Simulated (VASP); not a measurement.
Set up this calculation in VASP 6.6.1, as the native input.

```yaml
Task: single point
Functional: PBEsol
Potentials_or_basis: VASP PAW PBE potentials, release 64 (Ca_sv, Si, Au)
Cutoff: 520 eV
k_mesh: 12 × 12 × 10
Occupations: gaussian, width 0.1 eV
Spin: no spin polarisation
Dipole_correction: no
Further_INCAR_settings: ALGO = Normal; EDIFF = 1e-07; NBANDS = 20
```

The structure of CaSiAu lies in POSCAR:

```
CaSiAu
1.0
    4.2352860516      0.0000000000      0.0000000000
   -2.1176430258      3.6678653130      0.0000000000
    0.0000000000      0.0000000000      3.7992643108
Ca Si Au
1 1 1
Direct
    0.3333333300      0.6666666700      0.0000000000
    0.0000000000      0.0000000000      0.5000000000
    0.6666666700      0.3333333300      0.5000000000
```

This cell differs from its parent crystal: strained.

The input as run:

INCAR

```
  PREC = Accurate
  ENCUT = 520
  EDIFF = 1E-7
  ISMEAR = 0
  SIGMA = 0.1
  LREAL = F
  LASPH = T
  NELM = 100
  ALGO = Normal
  ISIF = 2
  LWAVE = F
  LCHARG = F
  GGA = PS
  NBANDS = 20
```

KPOINTS

```
Automatic mesh
0
Gamma
  12 12 10
```

Potentials or basis: VASP PAW PBE potentials, release 64 (Ca_sv, Si, Au).

Launch:

```console
$ cat potpaw_PBE.64/Ca_sv/POTCAR potpaw_PBE.64/Si/POTCAR potpaw_PBE.64/Au/POTCAR > POTCAR
$ mpirun -np 1 vasp_std > vasp.out
```

It gave:

```yaml
Pressure: 4.6 GPa
```

Caveat: the cell differs from its parent crystal (strained); the PAW data sets were made with another functional, which shifts forces and pressure a little.

Wall time 42 s on 1 thread of Intel(R) Xeon(R) 6975P-C (Granite Rapids), with other jobs on the host, peak memory 0.29 GiB.
